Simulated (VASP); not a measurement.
# Si2Sn (Fm-3m) in VASP: single point with PBE

Aim: the single point of Si2Sn with PBE.

All numbers are computed with VASP 6.6.1; they aren't measurements. Logs are shortened: lines on timing, memory, paths and dates and some standing lists are left out, and cuts for length are marked.

### 1 The cell of the first run

Symmetry: Fm-3m, No. 225, cubic system. The conventional cell has a = 6.584 Å, b = 6.584 Å, c = 6.584 Å, α = 90.00°, β = 90.00°, γ = 90.00°. Si (site symmetry -43m) has 4 Sn at 2.85 Å and 6 Si at 3.29 Å within 3.8 Å. Within 3.8 Å of Sn (site symmetry m-3m) lie 8 Si at 2.85 Å.

The cell was built from a structure type or drawn by symmetry, and may not be a known phase.

### 2 Single point, PBE

Contents of INCAR:

```
PREC = Accurate ; ENCUT = 500
EDIFF = 1E-6 ; ISMEAR = 0
SIGMA = 0.2 ; LREAL = False
LASPH = True ; NELM = 120
ALGO = Normal ; ISIF = 2
LWAVE = False ; LCHARG = True
GGA = PE ; LELF = True
LVHAR = True ; NBANDS = 18
GGA_COMPAT = False
```

Contents of KPOINTS:

```
Automatic mesh
0
Gamma
  6 6 6
```

Contents of POSCAR:

```
Si2Sn
1.0
    0.0000000000      3.2920679161      3.2920679161
    3.2920679161      0.0000000000      3.2920679161
    3.2920679161      3.2920679161      0.0000000000
Si Sn
2 1
Direct
    0.2500000000      0.2500000000      0.2500000000
    0.7500000000      0.7500000000      0.7500000000
    0.0000000000      0.0000000000      0.0000000000
```

Potentials or basis: VASP PAW PBE potentials, release 64 (Si, Sn_d).

On the command line:

```
$ cat potpaw_PBE.64/Si/POTCAR potpaw_PBE.64/Sn_d/POTCAR > POTCAR
$ mpirun -np 1 vasp_std > vasp.out
```

OUTCAR:

```text
PREC = Accurate
   ENCUT = 500
   EDIFF = 1E-6
   ISMEAR = 0
   LREAL = False
   LASPH = True
   NELM = 120
   ISIF = 2
   GGA = PE

 ion  position               nearest neighbor table
   1  0.250  0.250  0.250-   3 2.85   3 2.85   3 2.85   3 2.85
   2  0.750  0.750  0.750-   3 2.85   3 2.85   3 2.85   3 2.85
   3  0.000  0.000  0.000-   2 2.85   2 2.85   2 2.85   1 2.85   1 2.85   1 2.85   2 2.85   1 2.85

  LATTYP: Found a face centered cubic cell.
 ALAT       =     6.5841358322

  Lattice vectors:

 A1 = (   0.0000000000,   3.2920679161,   3.2920679161)
 A2 = (   3.2920679161,   0.0000000000,   3.2920679161)
 A3 = (   3.2920679161,   3.2920679161,   0.0000000000)

Analysis of symmetry for initial positions (statically):
=====================================================================
 Subroutine PRICEL returns:
 Original cell was already a primitive cell.

 Routine SETGRP: Setting up the symmetry group for a
 face centered cubic supercell.

 Subroutine GETGRP returns: Found 48 space group operations
 (whereof 48 operations were pure point group operations)
 out of a pool of 48 trial point group operations.

The static configuration has the point symmetry O_h .

Analysis of symmetry for dynamics (positions and initial velocities):
=====================================================================
 Subroutine PRICEL returns:
 Original cell was already a primitive cell.

 Routine SETGRP: Setting up the symmetry group for a
 face centered cubic supercell.

 Subroutine GETGRP returns: Found 48 space group operations
 (whereof 48 operations were pure point group operations)
 out of a pool of 48 trial point group operations.

The dynamic configuration has the point symmetry O_h .

 Subroutine INISYM returns: Found 48 space group operations
 (whereof 48 operations are pure point group operations),
 and found     1 'primitive' translations

----------------------------------------------------------------------------------------

                                     Primitive cell

  volume of cell :      71.3570

  direct lattice vectors                    reciprocal lattice vectors
     0.000000000  3.292067916  3.292067916    -0.151880220  0.151880220  0.151880220
     3.292067916  0.000000000  3.292067916     0.151880220 -0.151880220  0.151880220
[... 76 lines left out ...]
   ENCUT  =  500.0 eV  36.75 Ry    6.06 a.u.   8.49  8.49  8.49*2*pi/ulx,y,z
   NELM   =    120;   NELMIN=  2; NELMDL= -5     # of ELM steps
   EDIFF  = 0.1E-05   stopping-criterion for ELM
   LREAL  =      F    real-space projection
   EDIFFG = 0.1E-04   stopping-criterion for IOM
   NSW    =      0    number of steps for IOM
   IBRION =     -1    ionic relax: 0-MD 1-quasi-New 2-CG
   NFREE  =      0    steps in history (QN), initial steepest desc. (CG)
   ISIF   =      2    stress and relaxation
   ISYM   =      2    0-nonsym 1-usesym 2-fastsym
   POTIM  = 0.5000    time-step for ionic-motion
   TEBEG  =    0.0;   TEEND  =   0.0 temperature during run
   PSTRESS=    0.0 pullay stress
   NELECT =      22.0000    total number of electrons
   NUPDOWN=      -1.0000    fix difference up-down
   EMIN   =  10.00;   EMAX   =-10.00  energy-range for DOS
   EFERMI =   0.00;   METHOD = LEGACY
   ISMEAR =     0;   SIGMA  =   0.20  broadening in eV -4-tet -1-fermi 0-gaus
   EFERMI_NEDOS =   21; number of points for ismear=-14 and -15
   IALGO  =     38    algorithm
   IMIX   =      4    mixing-type and parameters
     AMIX     =   0.40;   BMIX     =  1.00
     AMIX_MAG =   1.60;   BMIX_MAG =  1.00
  volume/ion in A,a.u.               =      23.79       160.51
  Fermi-wavevector in a.u.,A,eV,Ry     =   1.105954  2.089949 16.641742  1.223134
  Thomas-Fermi vector in A             =   2.242448
   LORBIT       =      0    0 simple, 1 ext, 2 COOP (PROOUT), +10 PAW based schemes
   GGA     = PE    functional components
   LHFCALC =     F    Hartree Fock is set to
   AEXX    =    0.0000 exact exchange contribution
   IVDW    =     0    specifies the selected vdW correction
   LEPSILON=     F    determine dielectric tensor
   LRPA    =     F    only Hartree local field effects (RPA)
 non-spin polarized calculation
 Gauss-broadening in eV      SIGMA  =   0.20
  energy-cutoff  :      500.00
  volume of cell :       71.36
 maximum number of plane-waves:      1837
 NGX is ok and might be reduce to    36
   NGX = 17   NGY = 17   NGZ = 17

 number of electron      21.9999994 magnetization

 Free energy of the ion-electron system (eV)
  ---------------------------------------------------
  ext. energy  EPLUGINS =         0.00000000
  ---------------------------------------------------
  free energy    TOTEN  =       -12.43099532 eV

  energy without entropy =      -12.38512155  energy(sigma->0) =      -12.40805843

 E-fermi :   6.2865     XC(G=0):  -9.6082

 val. band max:        6.0889391244   @ k =   0.1667   0.0000   0.0000
 cond. band min:       6.3391158318   @ k =   0.5000   0.3333   0.0000
 fundamental gap:      0.2501767074
 Fermi energy:         6.2865332304

 k-point     1 :       0.0000    0.0000    0.0000
  band No.  band energies     occupation
      1     -15.1020      2.00000
      2     -15.1020      2.00000
      3     -15.1020      2.00000
      4     -15.0637      2.00000
      5     -15.0637      2.00000
      6      -5.2124      2.00000
[... 313 lines left out ...]
      5     -15.0606      2.00000
      6      -1.8822      2.00000
[... 10 lines left out ...]
     17      12.5014      0.00000
     18      14.9678      0.00000

------------------------ aborting loop because EDIFF is reached ----------------------------------------

  FORCE on cell =-STRESS in cart. coord.  units (eV):
  Direction    XX          YY          ZZ          XY          YZ          ZX
  --------------------------------------------------------------------------------------
  -------------------------------------------------------------------------------------
  Total       -0.0480483     -0.0480483     -0.0480483      0.0000000      0.0000000     -0.0000000
  in kB       -1.0788276     -1.0788276     -1.0788276      0.0000000      0.0000000     -0.0000000
  external PRESSURE =      -1.0788276 kB  Pullay stress =       0.0000000 kB

 VOLUME and BASIS-vectors are now :
 -----------------------------------------------------------------------------
  energy-cutoff  :      500.00
  volume of cell :       71.36
      direct lattice vectors                 reciprocal lattice vectors
     0.000000000  3.292067916  3.292067916    -0.151880220  0.151880220  0.151880220
     3.292067916  0.000000000  3.292067916     0.151880220 -0.151880220  0.151880220
     3.292067916  3.292067916  0.000000000     0.151880220  0.151880220 -0.151880220

 POSITION                                       TOTAL-FORCE (eV/Angst)
 -----------------------------------------------------------------------------------
      1.64603      1.64603      1.64603        -0.000000     -0.000000     -0.000000
      4.93810      4.93810      4.93810         0.000000      0.000000      0.000000
      0.00000      0.00000      0.00000         0.000000      0.000000      0.000000
 -----------------------------------------------------------------------------------
    total drift:                               -0.000000      0.000000      0.000000

  FREE ENERGIE OF THE ION-ELECTRON SYSTEM (eV)
  ---------------------------------------------------
  free  energy   TOTEN  =       -12.4309953181 eV

  energy  without entropy=      -12.3851215492  energy(sigma->0) =      -12.40805843
```

It took 15 s on 1 thread of AMD EPYC 9R45 (Zen 5), shared host; peak memory 0.17 GiB.

What came out:

```yaml
Free_energy: -12.4310 eV
Pressure: -0.1 GPa
Band_gap_on_the_k_mesh: zero (bands 11 and 12 overlap by 1.47 eV)
```

Caveat: spin-orbit coupling is left out, which moves the levels of the heavy elements.
